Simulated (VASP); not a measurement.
Input of a VASP 6.6.1 run:

INCAR

```
PREC = Accurate
ENCUT = 600
EDIFF = 1E-7
ISMEAR = 0
SIGMA = 0.1
LREAL = F
LASPH = T
NELM = 80
ALGO = Normal
ISIF = 3
LWAVE = F
LCHARG = F
GGA = PE
IBRION = 2
NSW = 90
EDIFFG = -0.04
```

Contents of KPOINTS:

```
regular mesh
0
Gamma
  6 6 2
```

File POSCAR:

```
MgCd3Se2
1.0
    4.8636948900      0.0000000000      0.0000000000
   -2.4318474500      4.2120833300      0.0000000000
    0.0000000000      0.0000000000      7.7143080700
Mg Cd Se
1 3 2
Direct
    0.0000000000      0.0000000000      0.0000000000
    0.3333333300      0.6666666700      0.6510112900
    0.6666666700      0.3333333300      0.3489887100
    0.0000000000      0.0000000000      0.5000000000
    0.3333333300      0.6666666700      0.2492527400
    0.6666666700      0.3333333300      0.7507472600
```

Potentials or basis: VASP PAW PBE potentials, release 64 (Mg, Cd, Se).

Launch:

```sh
$ cat potpaw_PBE.64/Mg/POTCAR potpaw_PBE.64/Cd/POTCAR potpaw_PBE.64/Se/POTCAR > POTCAR
$ mpirun -np 1 vasp_std > vasp.out
```

Question: What does it give for the relaxed volume?

Answer: 24.03 Å³/atom.

Question: Predict the band gap on the k mesh.

Answer: Zero (bands 25 and 26 overlap by 0.81 eV).

Question: Estimate the space group after relaxing (to 0.1 Å).

Answer: P-3m1 (No. 164).

Step by step:
| step | energy change (eV) | largest force (eV/Å) | pressure (GPa) | volume (Å³) |
| --- | --- | --- | --- | --- |
| 1 | 0.0000 | 0.6333 | -0.67 | 158.04 |
| 2 | -0.0628 | 0.7227 | -0.38 | 155.53 |
| 3 | -0.2427 | 0.9288 | 0.78 | 148.17 |
| 4 | -0.3950 | 0.9550 | 4.85 | 134.15 |
| 5 | -0.4123 | 0.9363 | 4.86 | 133.99 |
| 6 | -0.4609 | 0.8818 | 4.90 | 133.50 |
| 7 | -0.5424 | 0.7705 | 5.07 | 132.52 |
| 8 | -0.6446 | 0.6628 | 5.66 | 130.58 |
| 9 | -0.5486 | 0.9595 | 8.23 | 126.73 |
| 10 | -0.6788 | 0.6032 | 6.09 | 129.60 |
| 11 | -0.8485 | 0.4899 | 4.27 | 133.11 |
| 12 | -1.1313 | 0.4238 | 0.11 | 143.97 |
| 13 | -1.1642 | 0.3827 | -1.27 | 149.09 |
| 14 | -1.2826 | 0.4121 | -1.23 | 149.34 |
| 15 | -1.6122 | 0.4097 | -0.97 | 149.65 |
| 16 | -1.9869 | 1.2988 | 0.05 | 148.34 |
| 17 | -1.9888 | 1.6454 | 0.51 | 147.46 |
| 18 | -2.2120 | 1.4903 | -0.40 | 149.14 |
| 19 | -2.3630 | 1.2967 | -1.31 | 150.54 |
| 20 | -2.3830 | 1.1945 | -1.65 | 150.98 |
| 21 | -2.5801 | 0.7899 | -0.41 | 145.36 |
| 22 | -2.6406 | 0.3088 | 1.21 | 140.36 |
| 23 | -2.6741 | 0.1547 | -0.02 | 143.91 |
| 24 | -2.6751 | 0.1658 | -0.27 | 144.71 |
| 25 | -2.6844 | 0.1537 | -0.09 | 144.15 |
| 26 | -2.6908 | 0.1340 | 0.23 | 143.15 |
| 27 | -2.6934 | 0.0298 | -0.20 | 144.20 |

Caveat: the k points lie up to 0.31 Å⁻¹ apart in the final cell, too coarse for converged energies and pressures of a metal; a cell axis changed by over 15 % at a fixed basis, so the end point is rough.
